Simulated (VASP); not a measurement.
## KMgF3: relaxation of cell and atoms with PBE

The system is KMgF3.

```
CELL_PARAMETERS angstrom
3.98590 0.00000 0.00000
0.00000 3.98590 0.00000
0.00000 0.00000 3.98590
ATOMIC_POSITIONS crystal
K 0.50000 0.50000 0.50000
Mg 0.00000 0.00000 0.00000
F 0.50000 0.00000 0.00000
F 0.00000 0.50000 0.00000
F 0.00000 0.00000 0.50000
```

```yaml
Program: VASP 6.6.1
Task: relaxation of cell and atoms
Functional: PBE
Potentials_or_basis: VASP PAW PBE potentials, release 64 (K_sv, Mg, F)
Cutoff: 600 eV
k_mesh: 6 × 6 × 6
Occupations: gaussian, width 0.02 eV
Spin: no spin polarisation
Dipole_correction: no
Further_INCAR_settings: ALGO = Normal; EDIFF = 1e-07; IBRION = 2; EDIFFG = -0.005; NSW = 100; ISIF = 3
```

* Relaxed volume: 13.24 Å³/atom
* Relaxed cell: a = 4.045 Å, b = 4.045 Å, c = 4.045 Å, α = 90.00°, β = 90.00°, γ = 90.00°
* Space group after relaxing (to 0.05 Å): Pm-3m (No. 221)
* Energy gained by relaxing: 5.5 meV/atom
* Ionic steps: 3
* Pressure after relaxing: 0.0 GPa
* Band gap on the k mesh: 6.98 eV, indirect (least direct gap 7.30 eV)

The path:
| step | energy change (eV) | largest force (eV/Å) | pressure (GPa) | volume (Å³) |
| --- | --- | --- | --- | --- |
| 1 | 0.0000 | 0.0000 | 3.24 | 63.33 |
| 2 | -0.0269 | 0.0000 | 0.48 | 65.70 |
| 3 | -0.0276 | 0.0000 | -0.01 | 66.18 |

Final structure:
```cif
data_structure
_symmetry_space_group_name_H-M 'P 1'
_symmetry_Int_Tables_number 1
_cell_length_a 4.0448
_cell_length_b 4.0448
_cell_length_c 4.0448
_cell_angle_alpha 90.000
_cell_angle_beta 90.000
_cell_angle_gamma 90.000
_cell_volume 66.18
loop_
_atom_site_label
_atom_site_type_symbol
_atom_site_fract_x
_atom_site_fract_y
_atom_site_fract_z
_atom_site_occupancy
K1 K 0.50000 0.50000 0.50000 1
Mg1 Mg 0.00000 0.00000 0.00000 1
F1 F 0.50000 0.00000 0.00000 1
F2 F 0.00000 0.50000 0.00000 1
F3 F 0.00000 0.00000 0.50000 1
```

Levels at points of the mesh, in eV from the valence-band top:
| k point | band 12 | band 13 | band 14 | band 15 | band 16 | band 17 | band 18 | band 19 | band 20 |
| --- | --- | --- | --- | --- | --- | --- | --- | --- | --- |
| (0.00, 0.00, 0.00) | -0.58 | -0.58 | -0.32 | -0.32 | -0.32 | 6.98 | 10.02 | 10.02 | 12.12 |
| (0.50, 0.00, 0.00) | -0.81 | -0.81 | -0.80 | -0.50 | -0.50 | 9.84 | 10.00 | 11.00 | 12.60 |
| (0.50, 0.50, 0.00) | -0.96 | -0.96 | -0.86 | -0.86 | -0.02 | 10.65 | 11.48 | 12.22 | 12.22 |
| (0.50, 0.50, 0.50) | -1.08 | -1.08 | 0.00 | 0.00 | 0.00 | 10.27 | 10.27 | 10.27 | 13.62 |

Run time: 37 s on 1 thread of Intel(R) Xeon(R) Platinum 8488C (Sapphire Rapids), with other jobs on the host, peak memory 0.2 GiB.

A k mesh can miss the band edges. Expect the measured gap to be larger: semilocal functionals such as PBE lack the derivative discontinuity.
